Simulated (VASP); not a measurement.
A run of VASP 6.6.1 is set up as follows.

File INCAR:

```
PREC     = Accurate       # precision mode
ENCUT    = 520            # plane-wave cutoff, eV
EDIFF    = 1E-7           # SCF threshold, eV
ISMEAR   = 0              # smearing method
SIGMA    = 0.1            # smearing width, eV
LREAL    = F              # projectors in reciprocal space
LASPH    = T              # aspherical terms in the spheres
NELM     = 60             # most SCF steps
ALGO     = Normal         # electronic algorithm
ISIF     = 2              # what is computed and relaxed
LWAVE    = F              # write WAVECAR
LCHARG   = T              # write CHGCAR
GGA      = PE             # functional
LELF     = T              # ELF
LVHAR    = T            
NBANDS   = 11             # bands
```

Contents of KPOINTS:

```
Automatic mesh
0
Gamma
  8 8 8
```

The input POSCAR:

```
Si
1.0
    0.0000000000      2.7218511865      2.7218511865
    2.7218511865      0.0000000000      2.7218511865
    2.7218511865      2.7218511865      0.0000000000
Si
2
Direct
    0.2500000000      0.2500000000      0.2500000000
    0.0000000000      0.0000000000      0.0000000000
```

Potentials or basis: VASP PAW PBE potentials, release 64 (Si).

Run with:

```console
$ cat potpaw_PBE.64/Si/POTCAR > POTCAR
$ mpirun -np 1 vasp_std > vasp.out
```

(1) What does it give for the pressure?

(2) Predict the band gap on the k mesh.

## Answers

(1) 1.3 GPa.

(2) 0.63 eV (least direct gap 2.56 eV).

Caveat: semilocal functionals underestimate gaps, and a narrow one can read as zero.
